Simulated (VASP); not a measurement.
Set up this calculation in VASP 6.6.1, as the native input.

```yaml
Task: relaxation of shape and atoms at fixed volume
Functional: PBE
Potentials_or_basis: VASP PAW PBE potentials, release 64 (Co, Si)
Cutoff: 600 eV
k_mesh: 16 × 16 × 14
Occupations: fermi-dirac, width 0.05 eV
Spin: no spin polarisation
Dipole_correction: no
Further_INCAR_settings: ALGO = Normal; EDIFF = 1e-07; IBRION = 2; EDIFFG = -0.005; NSW = 50; ISIF = 4
```

The structure of CoSi (WC type) lies in POSCAR:

```
CoSi
1.0
    3.1240193553      0.0000000000      0.0000000000
   -1.5620096776      2.7054801236      0.0000000000
    0.0000000000      0.0000000000      2.3653050544
Co Si
1 1
Direct
    0.0000000000      0.0000000000      0.0000000000
    0.3333333333      0.6666666667      0.5000000000
```

These files were run (other wordings do the same):

INCAR

```
PREC = Accurate
ENCUT = 600
EDIFF = 1E-7
ISMEAR = -1
SIGMA = 0.05
LREAL = False
LASPH = True
NELM = 120
ALGO = Normal
ISIF = 4
LWAVE = False
LCHARG = False
GGA = PE
IBRION = 2
NSW = 50
EDIFFG = -0.005
GGA_COMPAT = False
NELMIN = 4
```

KPOINTS

```
Automatic mesh
0
Gamma
  16 16 14
```

Potentials or basis: VASP PAW PBE potentials, release 64 (Co, Si).

Run with:

```bash
$ cat potpaw_PBE.64/Co/POTCAR potpaw_PBE.64/Si/POTCAR > POTCAR
$ mpirun -np 1 vasp_std > vasp.out
```

It gave:

The energy gained by relaxing is 26.2 meV/atom, the ionic steps are 3 and the pressure after relaxing is 62.3 GPa. The band gap on the k mesh is zero (an odd number of electrons rules out a gap without spin polarisation).

Caveat: the run has no spin polarisation, though such a crystal can be magnetic.

Wall time 85 s on 1 thread of Intel(R) Xeon(R) Platinum 8488C (Sapphire Rapids) (shared host), peak memory 0.2 GiB.
